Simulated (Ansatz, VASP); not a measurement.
# Sb in VASP and in Ansatz

File INCAR:

```
PREC = Accurate ; ENCUT = 600
EDIFF = 1E-6 ; ISMEAR = 0
SIGMA = 0.1 ; LREAL = False
LASPH = True ; NELM = 60
ALGO = Normal ; ISIF = 3
LWAVE = False ; LCHARG = False
IBRION = 2 ; NSW = 100
EDIFFG = -0.002
```

File KPOINTS:

```
Automatic mesh
0
Gamma
  12 12 12
```

The input POSCAR:

```
Sb
1.0
    2.1506000000      1.2416494900      3.7440000000
   -2.1506000000      1.2416494900      3.7440000000
    0.0000000000     -2.4832989800      3.7440000000
Sb
2
Direct
    0.2336400000      0.2336400000      0.2336400000
    0.7663600000      0.7663600000      0.7663600000
```

Input for Ansatz:

```yaml
crystal:
  lattice:
    - [2.1506, 1.24164949, 3.744]
    - [-2.1506, 1.24164949, 3.744]
    - [0.0, -2.48329898, 3.744]
  atoms:
    - { symbol: Sb, position: [0.23364, 0.23364, 0.23364] }
    - { symbol: Sb, position: [0.76636, 0.76636, 0.76636] }
basis:
  ecutwfc: 420
kpoints:
  mp_grid: { grid: [12, 12, 12] }
hamiltonian:
  xc: lda
  pseudopotentials: { kind: paw, azcp: { folder: soft_1 } }
scf:
  occupations: { method: gaussian, width: 0.1 }
output:
  forces: true
  stress: true
  eigenvalues: true
relax:
  adjacent_minimum: "off"
  f_tol: 0.002
  max_steps: 80
  cell: { stress_tol: 0.02 }
```

Alike in both runs: task relaxation of cell and atoms; functional LDA; k mesh 12 × 12 × 12; occupations gaussian, width 0.1 eV; no spin polarisation.

|  | VASP | Ansatz |
| --- | --- | --- |
| version | VASP 6.6.1 | Ansatz 0.2.0 |
| potentials or method | VASP PAW LDA potentials, release 64 (Sb), cutoff 600 eV | scalar-relativistic, plane waves, PAW |
| valence electrons in the cell | 10 | 30 |

```csv
,VASP,Ansatz,Ansatz less VASP
"gap on the k mesh at the Fermi level, each at its own relaxed structure (eV)",none,none,-
relaxed volume (Å³/atom),29.23,29.19,-0.045
relaxed cell length with the largest relative difference (Å),4.413,4.416,+0.0032
```

Ansatz warns that its potentials were made for another functional, while VASP's fit it. LDA's correlation is that of Perdew and Zunger in VASP and of Perdew and Wang (1992) in Ansatz. A gap of «none» marks a metal or a gap that the smearing closes. VASP's potentials hold 10 valence electrons a cell and Ansatz's 30, so a difference there can come from the potentials and not from the codes.

Neither program's run includes spin-orbit coupling.
